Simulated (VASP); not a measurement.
# GaN (F-43m) in VASP: settings compared, part 2 of 2

VASP 6.6.1. The steps go on from the part before.

## 3. G0W0 quasiparticle levels, PBE

The input, POSCAR:

```
GaN
1.0
    0.0000000000      2.2489525415      2.2489525415
    2.2489525415      0.0000000000      2.2489525415
    2.2489525415      2.2489525415      0.0000000000
Ga N
1 1
Direct
    0.0000000000      0.0000000000      0.0000000000
    0.2500000000      0.2500000000      0.2500000000
```

The input, INCAR.step1:

```
ALGO = Normal ; EDIFF = 1E-8
ENCUT = 500 ; GGA = PE
ISMEAR = 0 ; LASPH = True
LCHARG = False ; LREAL = False
LWAVE = True ; NELM = 60
PREC = Accurate ; SIGMA = 0.01
```

The input, INCAR.step2:

```
ALGO = Exact ; EDIFF = 1E-8
ENCUT = 500 ; GGA = PE
ISMEAR = 0 ; ISTART = 1
LASPH = True ; LCHARG = False
LOPTICS = True ; LREAL = False
LWAVE = True ; NBANDS = 159
NELM = 1 ; PREC = Accurate
SIGMA = 0.01
```

The input, INCAR.step3:

```
ALGO = EVGW0 ; EDIFF = 1E-8
ENCUT = 500 ; ENCUTGW = 100.0
GGA = PE ; ISMEAR = 0
ISTART = 1 ; LASPH = True
LCHARG = False ; LREAL = False
LWAVE = False ; NBANDS = 159
NBANDSGW = 17 ; NELMGW = 1
NOMEGA = 48 ; PREC = Accurate
PRECFOCK = Fast ; SIGMA = 0.01
```

The input, KPOINTS:

```
k-points
0
Gamma
  4 4 4
```

Potentials or basis: VASP PAW PBE potentials, release 64 (Ga_d_GW, N_GW).

Started as:

```
$ cat potpaw_PBE.64/Ga_d_GW/POTCAR potpaw_PBE.64/N_GW/POTCAR > POTCAR
$ cp INCAR.step1 INCAR
$ mpirun -np 1 vasp_std > vasp.out
$ cp INCAR.step2 INCAR
$ mpirun -np 1 vasp_std > vasp.out
$ cp INCAR.step3 INCAR
$ mpirun -np 1 vasp_std > vasp.out
```

OUTCAR:

```text
EDIFF = 1E-8
   ENCUT = 500
   ENCUTGW = 100.0
   GGA = PE
   ISMEAR = 0
   ISTART = 1
   LASPH = True
   LREAL = False
   NELMGW = 1
   PREC = Accurate
   PRECFOCK = Fast

 ion  position               nearest neighbor table
   1  0.000  0.000  0.000-   2 1.95   2 1.95   2 1.95   2 1.95
   2  0.250  0.250  0.250-   1 1.95   1 1.95   1 1.95   1 1.95

  LATTYP: Found a face centered cubic cell.
 ALAT       =     4.4979050830

  Lattice vectors:

 A1 = (   0.0000000000,   2.2489525415,   2.2489525415)
 A2 = (   2.2489525415,   0.0000000000,   2.2489525415)
 A3 = (   2.2489525415,   2.2489525415,   0.0000000000)

Analysis of symmetry for initial positions (statically):
=====================================================================
 Subroutine PRICEL returns:
 Original cell was already a primitive cell.

 Routine SETGRP: Setting up the symmetry group for a
 face centered cubic supercell.

 Subroutine GETGRP returns: Found 24 space group operations
 (whereof 24 operations were pure point group operations)
 out of a pool of 48 trial point group operations.

The static configuration has the point symmetry T_d .

Analysis of symmetry for dynamics (positions and initial velocities):
=====================================================================
 Subroutine PRICEL returns:
 Original cell was already a primitive cell.

 Routine SETGRP: Setting up the symmetry group for a
 face centered cubic supercell.

 Subroutine GETGRP returns: Found 24 space group operations
 (whereof 24 operations were pure point group operations)
 out of a pool of 48 trial point group operations.

The dynamic configuration has the point symmetry T_d .
[... 75 lines left out ...]
   ICHARG =      0    charge: 1-file 2-atom 10-const
   ISPIN  =      1    spin polarized calculation?
   LNONCOLLINEAR =      F non collinear calculations
   LSORBIT =      F    spin-orbit coupling
   LASPH  =      T    aspherical Exc in radial PAW
   ENCUT  =  500.0 eV  36.75 Ry    6.06 a.u.   5.80  5.80  5.80*2*pi/ulx,y,z
   NELM   =     60;   NELMIN=  2; NELMDL=  0     # of ELM steps
   EDIFF  = 0.1E-07   stopping-criterion for ELM
   LREAL  =      F    real-space projection
   EDIFFG = 0.1E-06   stopping-criterion for IOM
   NSW    =      0    number of steps for IOM
   IBRION =     -1    ionic relax: 0-MD 1-quasi-New 2-CG
   NFREE  =      0    steps in history (QN), initial steepest desc. (CG)
   ISIF   =      0    stress and relaxation
   ISYM   =      3    0-nonsym 1-usesym 2-fastsym
   POTIM  = 0.5000    time-step for ionic-motion
   TEBEG  =    0.0;   TEEND  =   0.0 temperature during run
   PSTRESS=    0.0 pullay stress
   NELECT =      18.0000    total number of electrons
   NUPDOWN=      -1.0000    fix difference up-down
   EMIN   =  10.00;   EMAX   =-10.00  energy-range for DOS
   EFERMI =   0.00;   METHOD = LEGACY
   ISMEAR =     0;   SIGMA  =   0.01  broadening in eV -4-tet -1-fermi 0-gaus
   EFERMI_NEDOS =   21; number of points for ismear=-14 and -15
   IALGO  =     38    algorithm
   IMIX   =      4    mixing-type and parameters
     AMIX     =   0.40;   BMIX     =  1.00
     AMIX_MAG =   1.60;   BMIX_MAG =  1.00
  volume/ion in A,a.u.               =      11.37        76.76
  Fermi-wavevector in a.u.,A,eV,Ry     =   1.514173  2.861371 31.194330  2.292719
  Thomas-Fermi vector in A             =   2.623866
   LORBIT       =      0    0 simple, 1 ext, 2 COOP (PROOUT), +10 PAW based schemes
   GGA     = PE    functional components
   LHFCALC =     T    Hartree Fock is set to
   PRECFOCK=fast      Normal, Fast or Accurate (Low or Medium for compatibility)
   ENCUT4O =  -1.0   cutoff for four orbital integrals eV
   NKREDX  =     1    reduce k-point grid by
   NKREDY  =     1    reduce k-point grid by
   NKREDZ  =     1    reduce k-point grid by
   AEXX    =    1.0000 exact exchange contribution
   HFSCREEN=    0.0000 screening length (either q_TF or 0.3 A-1)
   HFSCREENC=   0.0000 screening length for correlation (either q_TF or 0.3 A-1)
   ENCUTFOCK=  -1.0 apply spherical cutoff to Coloumb kernel
   IVDW    =     0    specifies the selected vdW correction
   LEPSILON=     F    determine dielectric tensor
   LRPA    =     F    only Hartree local field effects (RPA)
   LRPAFORCE           =     F    calculate RPA forces
   ENCUTGW             = 100.0    cutoff for response function in eV
   ENCUTGWSOFT         =  80.0    soft cutoff for Coulomb kernel in GW response function in eV
   ENCUTLF             =  -1.0    cutoff for local field effects
   NELMGW              =     1    number of iterations in solving QP/BSE equation
   NELMHF              =     1    number of iterations in the inner HF iteration
   NKREDLFX            =     1    NKREDLFY  =   1   NKREDLFZ  =   1
 non-spin polarized calculation
 Gauss-broadening in eV      SIGMA  =   0.01
  energy-cutoff  :      500.00
  volume of cell :       22.75
 maximum number of plane-waves:       604
  NGX = 14; NGY = 14; NGZ = 14
   NGX = 11   NGY = 11   NGZ = 11
 maximum number of plane-waves:        59
 NGX is ok and might be reduce to    14

 QP shifts <psi_nk| G(iteration)W_0 |psi_nk>: iteration 1
 for sc-GW calculations column KS-energies equals QP-energies in previous step
 and V_xc(KS)=  KS-energies - (<T + V_ion + V_H > + <T+V_H+V_ion>^1  + <V_x>^1)

 k-point   1 :       0.0000    0.0000    0.0000
  band No.  KS-energies  QP-energies   sigma(KS)   V_xc(KS)     V^pw_x(r,r')   Z            occupation Imag(sigma)

      1     -10.7868     -11.7666     -16.3214     -14.8527     -24.5823       0.6672       2.0000       1.0830
      2      -8.3328     -11.5558     -25.9409     -21.4835     -34.7963       0.7231       2.0000       0.2522
      3      -8.3328     -11.5558     -25.9409     -21.4835     -34.7963       0.7231       2.0000       0.2522
      4      -8.3328     -11.5558     -25.9409     -21.4835     -34.7963       0.7231       2.0000       0.2522
      5      -8.0118     -11.3574     -26.3930     -21.8052     -35.1889       0.7292       2.0000       0.1924
      6      -8.0118     -11.3574     -26.3930     -21.8052     -35.1889       0.7292       2.0000       0.1924
[... 143 lines left out ...]
      3      -8.1584     -11.4658     -26.2166     -21.6745     -35.0781       0.7282       2.0000       0.2328
      4      -8.0037     -11.3543     -26.4706     -21.8873     -35.3434       0.7310       2.0000       0.2189
      5      -8.0016     -11.3391     -26.3522     -21.7828     -35.1568       0.7304       2.0000       0.1992
      6      -6.0110      -8.1341     -22.8535     -19.9017     -30.8928       0.7192       2.0000       0.4458
[... 9 lines left out ...]
     16      28.8568      29.7578     -12.0997     -13.2750      -4.6614       0.7666       0.0000      -1.1088
     17      29.2544      30.0771     -11.1303     -12.1661      -4.4774       0.7942       0.0000      -0.9281
```

OUTCAR.step2:

```text
EDIFF = 1E-8
   ENCUT = 500
   GGA = PE
   ISMEAR = 0
[... 728 lines left out ...]
  --------------------------------------------------------------------------------------------------------------
     0.00000     9.90294     9.90294     9.90294    -0.00000    -0.00000     0.00000
     2.53648     4.28058     4.28058     4.28058    -0.00000    -0.00000     0.00000
     5.07297     4.81260     4.81260     4.81260    -0.00000     0.00000     0.00000
     7.60945    -8.44086    -8.44086    -8.44086     0.00000     0.00000    -0.00000
    10.14593     0.30747     0.30747     0.30747    -0.00000    -0.00000    -0.00000
    12.68241    -2.44436    -2.44436    -2.44436    -0.00000     0.00000    -0.00000
[... 92 lines left out ...]
   248.57530     0.98437     0.98437     0.98437     0.00000     0.00000    -0.00000
   251.11178     0.98474     0.98474     0.98474     0.00000     0.00000    -0.00000
```

It took 68 s on 1 thread of Intel Xeon Platinum 8488C (Sapphire Rapids), shared host; peak memory 0.25 GiB.

What came out:

```yaml
Quasiparticle_gap: 2.76 eV
Least_direct_quasiparticle_gap: 2.76 eV
Band_gap_of_the_starting_levels_on_the_mesh: 1.75 eV
Least_direct_gap_of_the_starting_levels_on_the_mesh: 1.75 eV
```

Caveat: the k points lie up to 0.60 Å⁻¹ apart; bands, screening cutoff and mesh are small and nothing is extrapolated, so the quasiparticle values aren't converged.
